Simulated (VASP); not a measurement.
Input of a VASP 6.6.1 run:

INCAR

```
SYSTEM = AlN
PREC = Accurate
ENCUT = 520
EDIFF = 1E-6
ISMEAR = 0
SIGMA = 0.05
LREAL = .FALSE.
LASPH = .TRUE.
NELM = 80
ALGO = Normal
ISIF = 2
LWAVE = .FALSE.
LCHARG = .FALSE.
GGA = PS
NBANDS = 16
```

Contents of KPOINTS:

```
Automatic mesh
0
G
  9 9 6
  0 0 0
```

The input POSCAR:

```
AlN
1.0
    3.2024000000      0.0000000000      0.0000000000
   -1.6012000000      2.7733597531      0.0000000000
    0.0000000000      0.0000000000      4.3470000000
Al N
2 2
Direct
    0.3333333333      0.6666666667      0.7500000000
    0.6666666667      0.3333333333      0.2500000000
    0.3333333333      0.6666666667      0.2500000000
    0.6666666667      0.3333333333      0.7500000000
```

Potentials or basis: VASP PAW PBE potentials, release 64 (Al, N).

The run is started by

```bash
$ cat potpaw_PBE.64/Al/POTCAR potpaw_PBE.64/N/POTCAR > POTCAR
$ mpirun -np 1 vasp_std > vasp.out
```

(1) What does it give for the pressure?

(2) What does it give for the band gap on the k mesh?

Answers

(1) 7.0 GPa.

(2) 3.27 eV, direct.

Caveat: the PAW data sets were made with another functional, which shifts forces and pressure a little.
